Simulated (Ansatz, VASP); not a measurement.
**Si2C in VASP and in Ansatz**

```
CELL_PARAMETERS angstrom
4.97703 0.00000 0.00000
0.00000 4.97703 0.00000
0.00000 0.00000 3.20571
ATOMIC_POSITIONS crystal
Si 0.30600 0.30600 0.00000
Si 0.19400 0.80600 0.50000
Si 0.69400 0.69400 0.00000
Si 0.80600 0.19400 0.50000
C 0.00000 0.00000 0.00000
C 0.50000 0.50000 0.50000
```

Alike in both runs: task single point; functional PBE; k mesh 4 × 4 × 6; occupations gaussian, width 0.1 eV; collinear spin.

|  | VASP | Ansatz |
| --- | --- | --- |
| version | VASP 6.6.1 | Ansatz 0.2.0 |
| potentials or method | VASP PAW PBE potentials, release 64 (Si, C), cutoff 520 eV | scalar-relativistic, plane waves, PAW |
| valence electrons in the cell | 24 | 24 |

VASP gave:

* gap on the k mesh at the Fermi level (eV): none
* pressure (GPa): -6.6
* traceless stress, the component that is largest in VASP (GPa): -10.62
* rms of the force components (eV/Å): 0.276
* net moment per atom (μB): 0.00

Problem. Estimate Ansatz's values.

Solution. gap on the k mesh at the Fermi level (eV): none; pressure (GPa): -6.6; traceless stress, the component that is largest in VASP (GPa): -10.63; rms of the force components (eV/Å): 0.278; net moment per atom (μB): 0.00.

Atom by atom the forces differ by 0.002 eV/Å (rms over components). A gap of «none» marks a metal or a gap that the smearing closes. Ansatz's warnings: seeded moment not kept.
